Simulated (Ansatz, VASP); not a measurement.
Sr: VASP beside Ansatz

File INCAR:

```
SYSTEM = Sr
ALGO = Normal
EDIFF = 1E-7
ENCUT = 520
GGA = PE
ISIF = 2
ISMEAR = 0
LASPH = .True.
LCHARG = .True.
LELF = .True.
LREAL = .False.
LVHAR = .True.
LWAVE = .False.
NBANDS = 22
NELM = 100
PREC = Accurate
SIGMA = 0.1
```

File KPOINTS:

```
k-points
0
Gamma
  6 6 2
  0 0 0
```

Contents of POSCAR:

```
Sr
1.0
    3.7437411953     -2.1636345507      0.0000000000
    3.7437411953      2.1636345507      0.0000000000
   -2.5249313947      0.0000000000     10.5801523658
Sr
3
Direct
    0.0000000000      0.0000000000      0.5000000000
    0.2223443500      0.2223443500      0.1666707800
    0.7776556500      0.7776556500      0.8333292200
```

Input for Ansatz:

```yaml
crystal:
  lattice:
    - [3.7437411953, -2.1636345507, 0.0]
    - [3.7437411953, 2.1636345507, 0.0]
    - [-2.5249313947, 0.0, 10.5801523658]
  atoms:
    - { symbol: Sr, position: [0.0, 0.0, 0.5] }
    - { symbol: Sr, position: [0.22234435, 0.22234435, 0.16667078] }
    - { symbol: Sr, position: [0.77765565, 0.77765565, 0.83332922] }
basis:
  ecutwfc: 420
kpoints:
  mp_grid: { grid: [6, 6, 2] }
hamiltonian:
  xc: pbe
scf:
  occupations: { method: gaussian, width: 0.1 }
output:
  forces: true
  stress: true
  eigenvalues: true
```

Alike in both runs: task single point; functional PBE; k mesh 6 × 6 × 2; occupations gaussian, width 0.1 eV; no spin polarisation.

```csv
,VASP,Ansatz
version,VASP 6.6.1,Ansatz 0.2.0
potentials or method,"VASP PAW PBE potentials, release 64 (Sr_sv), cutoff 520 eV","scalar-relativistic, plane waves, PAW"
valence electrons in the cell,30,30
```

Ansatz gave:

```
gap on the k mesh at the Fermi level (eV)                     : none
pressure (GPa)                                                : -0.4
traceless stress, the component that is largest in VASP (GPa) : 0.10
```

Question: Which values does VASP return?

Answer: gap on the k mesh at the Fermi level (eV): none; pressure (GPa): -0.4; traceless stress, the component that is largest in VASP (GPa): 0.09.

A gap of «none» marks a metal or a gap that the smearing closes. The functional is the same, so the differences come from potentials, cutoffs and numerics.
